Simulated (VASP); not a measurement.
# Ti3O4 (I4/mmm) in VASP: single point with PBEsol

Aim: the single point of Ti3O4 with PBEsol.

Program: VASP 6.6.1. These are calculated values, not measurements. Logs are shortened: lines on timing, memory, paths and dates and some standing lists are left out, and cuts for length are marked.

## Step 1: The cell of the first run

It takes space group I4/mmm (No. 139, tetragonal). The conventional cell has a = 4.100 Å, b = 4.100 Å, c = 8.098 Å, α = 90.00°, β = 90.00°, γ = 90.00°. Ti (site symmetry -4m2) has 6 O at 2.02 to 2.05 Å within 2.7 Å. Ti (site symmetry 4/mmm) has 6 O at 2.05 to 2.08 Å within 2.7 Å. O (site symmetry mmm) has 4 Ti at 2.02 to 2.05 Å within 2.7 Å. O (site symmetry 4mm) has 5 Ti at 2.05 to 2.08 Å within 2.7 Å.

## Step 2: Single point, PBEsol

POSCAR

```
Ti3O4
1.0
   -2.0500366694      2.0500366694      4.0488713036
    2.0500366694     -2.0500366694      4.0488713036
    2.0500366694      2.0500366694     -4.0488713036
Ti O
3 4
Direct
    0.2500000000      0.7500000000      0.5000000000
    0.5000000000      0.5000000000      0.0000000000
    0.7500000000      0.2500000000      0.5000000000
    0.0000000000      0.5000000000      0.5000000000
    0.2426947642      0.2426947642      0.0000000000
    0.5000000000      0.0000000000      0.5000000000
    0.7573052358      0.7573052358      0.0000000000
```

INCAR.step1

```
ALGO     = Normal         # electronic algorithm
EDIFF    = 1E-6           # SCF threshold, eV
ENCUT    = 520            # plane-wave cutoff, eV
GGA      = PS             # functional
ISIF     = 2              # what is computed and relaxed
ISMEAR   = 0              # smearing method
LASPH    = T              # aspherical terms in the spheres
LCHARG   = T              # write CHGCAR
LMAXMIX  = 4              # l up to which the mixer works
LREAL    = F              # projectors in reciprocal space
LWAVE    = F              # write WAVECAR
NBANDS   = 39             # bands
NELM     = 60             # most SCF steps
PREC     = Accurate       # precision mode
SIGMA    = 0.1            # smearing width, eV
```

KPOINTS.step1

```
k-points
0
Gamma
  12 12 12
```

INCAR.step2

```
ALGO     = Normal         # electronic algorithm
EDIFF    = 1E-6           # SCF threshold, eV
ENCUT    = 520            # plane-wave cutoff, eV
GGA      = PS             # functional
ICHARG   = 11             # starting density
ISIF     = 2              # what is computed and relaxed
ISMEAR   = -5             # smearing method
LASPH    = T              # aspherical terms in the spheres
LCHARG   = F              # write CHGCAR
LMAXMIX  = 4              # l up to which the mixer works
LORBIT   = 10             # projections on sites
LREAL    = F              # projectors in reciprocal space
LWAVE    = F              # write WAVECAR
NEDOS    = 2001           # points of the DOS
NELM     = 60             # most SCF steps
PREC     = Accurate       # precision mode
SIGMA    = 0.1            # smearing width, eV
```

KPOINTS.step2

```
k-points
0
Gamma
  18 18 18
```

Potentials or basis: VASP PAW PBE potentials, release 64 (Ti_sv, O).

The run is started by

```
cat potpaw_PBE.64/Ti_sv/POTCAR potpaw_PBE.64/O/POTCAR > POTCAR
cp INCAR.step1 INCAR
cp KPOINTS.step1 KPOINTS
mpirun -np 1 vasp_std > vasp.out
cp INCAR.step2 INCAR
cp KPOINTS.step2 KPOINTS
mpirun -np 1 vasp_std > vasp.out
```

OUTCAR:

```text
EDIFF = 1E-6
   ENCUT = 520
   GGA = PS
   ICHARG = 11
   ISIF = 2
   ISMEAR = -5
   LASPH = T
   LORBIT = 10
   LREAL = F
   NELM = 60
   PREC = Accurate

 ion  position               nearest neighbor table
   1  0.250  0.750  0.500-   4 2.02   6 2.02   5 2.05   7 2.05   7 2.05   5 2.05   2 2.88   2 2.88
                             2 2.88   2 2.88   3 2.90   3 2.90   3 2.90   3 2.90
   2  0.500  0.500  0.000-   4 2.05   6 2.05   6 2.05   4 2.05   5 2.08   7 2.08   1 2.88   3 2.88
                             1 2.88   3 2.88   1 2.88   1 2.88   3 2.88   3 2.88
   3  0.750  0.250  0.500-   4 2.02   6 2.02   5 2.05   7 2.05   7 2.05   5 2.05   2 2.88   2 2.88
                             2 2.88   2 2.88   1 2.90   1 2.90   1 2.90   1 2.90
   4  0.000  0.500  0.500-   1 2.02   3 2.02   2 2.05   2 2.05
   5  0.243  0.243  0.000-   3 2.05   1 2.05   1 2.05   3 2.05   2 2.08
   6  0.500  0.000  0.500-   1 2.02   3 2.02   2 2.05   2 2.05
   7  0.757  0.757  0.000-   1 2.05   3 2.05   3 2.05   1 2.05   2 2.08

  LATTYP: Found a body centered tetragonal cell.
 ALAT       =     4.1000733388
 C/A-ratio  =     1.9750238442

  Lattice vectors:

 A1 = (  -2.0500366694,   2.0500366694,   4.0488713036)
 A2 = (   2.0500366694,  -2.0500366694,   4.0488713036)
 A3 = (   2.0500366694,   2.0500366694,  -4.0488713036)

Analysis of symmetry for initial positions (statically):
=====================================================================
 Subroutine PRICEL returns:
 Original cell was already a primitive cell.

 Routine SETGRP: Setting up the symmetry group for a
 body centered tetragonal supercell.

 Subroutine GETGRP returns: Found 16 space group operations
 (whereof 16 operations were pure point group operations)
 out of a pool of 16 trial point group operations.

The static configuration has the point symmetry D_4h.

Analysis of symmetry for dynamics (positions and initial velocities):
=====================================================================
 Subroutine PRICEL returns:
 Original cell was already a primitive cell.

 Routine SETGRP: Setting up the symmetry group for a
 body centered tetragonal supercell.

 Subroutine GETGRP returns: Found 16 space group operations
 (whereof 16 operations were pure point group operations)
 out of a pool of 16 trial point group operations.

The dynamic configuration has the point symmetry D_4h.

 Subroutine INISYM returns: Found 16 space group operations
 (whereof 16 operations are pure point group operations),
 and found     1 'primitive' translations

----------------------------------------------------------------------------------------

                                     Primitive cell

  volume of cell :      68.0640

  direct lattice vectors                    reciprocal lattice vectors
    -2.050036669  2.050036669  4.048871304     0.000000000  0.243898076  0.123491206
     2.050036669 -2.050036669  4.048871304     0.243898076  0.000000000  0.123491206
     2.050036669  2.050036669 -4.048871304     0.243898076  0.243898076  0.000000000

  length of vectors
     4.979825250  4.979825250  4.979825250     0.273379497  0.273379497  0.344923967

  position of ions in fractional coordinates (direct lattice)
     0.250000000  0.750000000  0.500000000
     0.500000000  0.500000000  0.000000000
     0.750000000  0.250000000  0.500000000
     0.000000000  0.500000000  0.500000000
     0.242694764  0.242694764  0.000000000
     0.500000000  0.000000000  0.500000000
     0.757305236  0.757305236  0.000000000

  ion indices of the primitive-cell ions
   primitive index   ion index
                 1           1
                 2           2
                 3           3
                 4           4
                 5           5
                 6           6
                 7           7

----------------------------------------------------------------------------------------

 KPOINTS: k-points

Automatic generation of k-mesh.
 Grid dimensions read from file:
 generate k-points for:   18   18   18

 Generating k-lattice:

  Cartesian coordinates                     Fractional coordinates (reciprocal lattice)
     0.000000000  0.013549893  0.006860623     0.055555556  0.000000000 -0.000000000
     0.013549893  0.000000000  0.006860623     0.000000000  0.055555556 -0.000000000
     0.013549893  0.013549893  0.000000000     0.000000000  0.000000000  0.055555556

  Length of vectors
     0.015187750  0.015187750  0.019162443

  Shift w.r.t. Gamma in fractional coordinates (k-lattice)
     0.000000000  0.000000000  0.000000000

 TETIRR: Found   7414 inequivalent tetrahedra from    34992

 Subroutine IBZKPT returns following result:
 ===========================================

 Found    480 irreducible k-points:

 Following reciprocal coordinates:
            Coordinates               Weight
  0.000000  0.000000  0.000000      1.000000
  0.055556 -0.000000  0.000000      8.000000
  0.111111 -0.000000  0.000000      8.000000
  0.166667  0.000000  0.000000      8.000000
  0.222222  0.000000  0.000000      8.000000
  0.277778  0.000000  0.000000      8.000000
[... 16 lines left out ...]
 -0.277778  0.055556  0.000000     16.000000
 -0.222222  0.055556  0.000000     16.000000
 [... further k-points ...]
   k-points           NKPTS =    480   k-points in BZ     NKDIM =    480   number of bands    NBANDS=     36
   number of dos      NEDOS =   2001   number of ions     NIONS =      7
   total plane-waves  NPLWV =  64000
   dimension x,y,z NGX =    40 NGY =   40 NGZ =   40
   dimension x,y,z NGXF=    80 NGYF=   80 NGZF=   80
   ions per type =               3   4
   NGX,Y,Z   is equivalent  to a cutoff of  13.35, 13.35, 13.35 a.u.
   NGXF,Y,Z  is equivalent  to a cutoff of  26.71, 26.71, 26.71 a.u.
 SYSTEM =  unknown system
   PREC   = accura    normal or accurate (medium, high low for compatibility)
   ISTART =      0    job   : 0-new  1-cont  2-samecut
   ICHARG =     11    charge: 1-file 2-atom 10-const
   ISPIN  =      1    spin polarized calculation?
   LNONCOLLINEAR =      F non collinear calculations
   LSORBIT =      F    spin-orbit coupling
   LASPH  =      T    aspherical Exc in radial PAW
   ENCUT  =  520.0 eV  38.22 Ry    6.18 a.u.   9.26  9.26  9.26*2*pi/ulx,y,z
   NELM   =     60;   NELMIN=  2; NELMDL=  0     # of ELM steps
   EDIFF  = 0.1E-05   stopping-criterion for ELM
   LREAL  =      F    real-space projection
   EDIFFG = 0.1E-04   stopping-criterion for IOM
   NSW    =      0    number of steps for IOM
   IBRION =     -1    ionic relax: 0-MD 1-quasi-New 2-CG
   NFREE  =      0    steps in history (QN), initial steepest desc. (CG)
   ISIF   =      2    stress and relaxation
   ISYM   =      2    0-nonsym 1-usesym 2-fastsym
   POTIM  = 0.5000    time-step for ionic-motion
   TEBEG  =    0.0;   TEEND  =   0.0 temperature during run
   PSTRESS=    0.0 pullay stress
   NELECT =      60.0000    total number of electrons
   NUPDOWN=      -1.0000    fix difference up-down
   EMIN   =  10.00;   EMAX   =-10.00  energy-range for DOS
   EFERMI =   0.00;   METHOD = LEGACY
   ISMEAR =    -5;   SIGMA  =   0.10  broadening in eV -4-tet -1-fermi 0-gaus
   EFERMI_NEDOS =   21; number of points for ismear=-14 and -15
   IALGO  =     38    algorithm
   IMIX   =      4    mixing-type and parameters
     AMIX     =   0.40;   BMIX     =  1.00
     AMIX_MAG =   1.60;   BMIX_MAG =  1.00
  volume/ion in A,a.u.               =       9.72        65.62
  Fermi-wavevector in a.u.,A,eV,Ry     =   1.569710  2.966322 33.524625  2.463990
  Thomas-Fermi vector in A             =   2.671552
   LORBIT       =     10    0 simple, 1 ext, 2 COOP (PROOUT), +10 PAW based schemes
   GGA     = PS    functional components
   LHFCALC =     F    Hartree Fock is set to
   AEXX    =    0.0000 exact exchange contribution
   IVDW    =     0    specifies the selected vdW correction
   LEPSILON=     F    determine dielectric tensor
   LRPA    =     F    only Hartree local field effects (RPA)
 non-spin polarized calculation
 Fermi weights with tetrahedron method with Bloechl corrections
  energy-cutoff  :      520.00
  volume of cell :       68.06
 maximum number of plane-waves:      1850
 NGX is ok and might be reduce to    40

 number of electron      59.9999995 magnetization

 Free energy of the ion-electron system (eV)
  ---------------------------------------------------
  ext. energy  EPLUGINS =         0.00000000
  ---------------------------------------------------
  free energy    TOTEN  =       -66.19366418 eV

  energy without entropy =      -66.19366418  energy(sigma->0) =      -66.19366418

 E-fermi :   9.9011     XC(G=0): -12.5931

 val. band max:        9.9395182346   @ k =   0.1667   0.1667   0.1667
 cond. band min:       9.8898144932   @ k =  -0.4444   0.5000   0.1111
 fundamental gap:     -0.0497037414
 Fermi energy:         9.9011396084

 k-point     1 :       0.0000    0.0000    0.0000
  band No.  band energies     occupation
      1     -48.0977      2.00000
      2     -47.9688      2.00000
      3     -47.8542      2.00000
      4     -24.6856      2.00000
      5     -24.6585      2.00000
      6     -24.6585      2.00000
[... 28 lines left out ...]
     35      10.6034      0.00000
     36      11.0402      0.00000

 k-point     2 :       0.0556   -0.0000    0.0000
  band No.  band energies     occupation
      1     -48.0964      2.00000
      2     -47.9695      2.00000
      3     -47.8546      2.00000
      4     -24.6944      2.00000
      5     -24.6566      2.00000
      6     -24.6488      2.00000
[... 28 lines left out ...]
     35      10.6824      0.00000
     36      11.0944      0.00000

 k-point     3 :       0.1111   -0.0000    0.0000
  band No.  band energies     occupation
      1     -48.0928      2.00000
      2     -47.9718      2.00000
      3     -47.8559      2.00000
      4     -24.7075      2.00000
      5     -24.6511      2.00000
      6     -24.6347      2.00000
[... 28 lines left out ...]
     35      10.8329      0.00000
     36      11.2881      0.00000
[... 742 lines left out ...]
 k-point    23 :      -0.2778    0.0556    0.0000
  band No.  band energies     occupation
      1     -48.0699      2.00000
      2     -47.9872      2.00000
      3     -47.8624      2.00000
      4     -24.7405      2.00000
      5     -24.6609      2.00000
      6     -24.6049      2.00000
[... 28 lines left out ...]
     35      11.2557      0.00000
     36      11.6212      0.00000

 k-point    24 :      -0.2222    0.0556    0.0000
  band No.  band energies     occupation
      1     -48.0791      2.00000
      2     -47.9810      2.00000
      3     -47.8596      2.00000
      4     -24.7389      2.00000
      5     -24.6366      2.00000
      6     -24.6156      2.00000
[... 28 lines left out ...]
     35      11.1518      0.00000
     36      11.6901      0.00000

 [... further k-points ...]

------------------------ aborting loop because EDIFF is reached ----------------------------------------

  FORCE on cell =-STRESS in cart. coord.  units (eV):
  Direction    XX          YY          ZZ          XY          YZ          ZX
  --------------------------------------------------------------------------------------
  -------------------------------------------------------------------------------------
  Total        0.3662823      0.3662823      0.0559408      0.0000000     -0.0000000     -0.0000000
  in kB        8.6220247      8.6220247      1.3168061      0.0000000     -0.0000000     -0.0000000
  external PRESSURE =       6.1869518 kB  Pullay stress =       0.0000000 kB

 VOLUME and BASIS-vectors are now :
 -----------------------------------------------------------------------------
  energy-cutoff  :      520.00
  volume of cell :       68.06
      direct lattice vectors                 reciprocal lattice vectors
    -2.050036669  2.050036669  4.048871304     0.000000000  0.243898076  0.123491206
     2.050036669 -2.050036669  4.048871304     0.243898076  0.000000000  0.123491206
     2.050036669  2.050036669 -4.048871304     0.243898076  0.243898076  0.000000000

 POSITION                                       TOTAL-FORCE (eV/Angst)
 -----------------------------------------------------------------------------------
      2.05004      0.00000      2.02444         0.000000      0.000000     -0.000000
      0.00000      0.00000      4.04887         0.000000      0.000000      0.000000
      0.00000      2.05004      2.02444         0.000000      0.000000      0.000000
      2.05004      0.00000      0.00000         0.000000      0.000000      0.000000
      0.00000      0.00000      1.96528         0.000000      0.000000     -0.035853
      0.00000      2.05004      0.00000         0.000000      0.000000     -0.000000
      0.00000      0.00000      6.13246        -0.000000     -0.000000      0.035853
 -----------------------------------------------------------------------------------
    total drift:                               -0.000000     -0.000000      0.000000

  FREE ENERGIE OF THE ION-ELECTRON SYSTEM (eV)
  ---------------------------------------------------
  free  energy   TOTEN  =       -66.1936641820 eV

  energy  without entropy=      -66.1936641820  energy(sigma->0) =      -66.19366418

 total charge

# of ion       s       p       d       tot
------------------------------------------
    1        2.176   6.215   2.012  10.403
    2        2.174   6.210   2.019  10.403
    3        2.176   6.215   2.012  10.403
    4        1.554   3.483   0.000   5.037
    5        1.555   3.509   0.000   5.063
    6        1.554   3.483   0.000   5.037
    7        1.555   3.509   0.000   5.063
--------------------------------------------------
tot         12.745  32.623   6.043  51.410
```

Wall time 12 min (1 thread of Intel Xeon 6975P-C (Granite Rapids), shared host); peak memory 0.91 GiB.

Results:

```yaml
Valence_electrons_inside_the_program's_atomic_spheres: Ti 10.40; O 5.04, 5.06 (each value once)
```

Levels at points of the mesh, in eV from the Fermi level:
```csv
k point,band 26,band 27,band 28,band 29,band 30,band 31,band 32,band 33,band 34,band 35
"(0.00, 0.00, 0.00)",-4.21,-3.94,-3.94,-2.92,-0.68,-0.68,0.39,0.50,0.50,0.70
"(0.50, 0.00, 0.00)",-5.43,-5.31,-4.10,-1.19,0.29,0.40,0.56,0.70,1.08,1.38
"(0.50, 0.50, 0.00)",-5.73,-5.40,-3.62,0.79,0.79,1.08,1.19,1.29,1.40,1.65
"(0.50, 0.50, 0.50)",-4.91,-4.42,-4.42,-2.60,-2.60,-2.56,-0.18,0.90,1.39,1.54
```

Caveat: the PAW data sets were made with another functional, which shifts forces and pressure a little; semilocal functionals often make such compounds metallic where correlation or magnetic order opens a gap, which also shifts bond lengths; tetrahedron occupations give inexact forces and stress in metals.
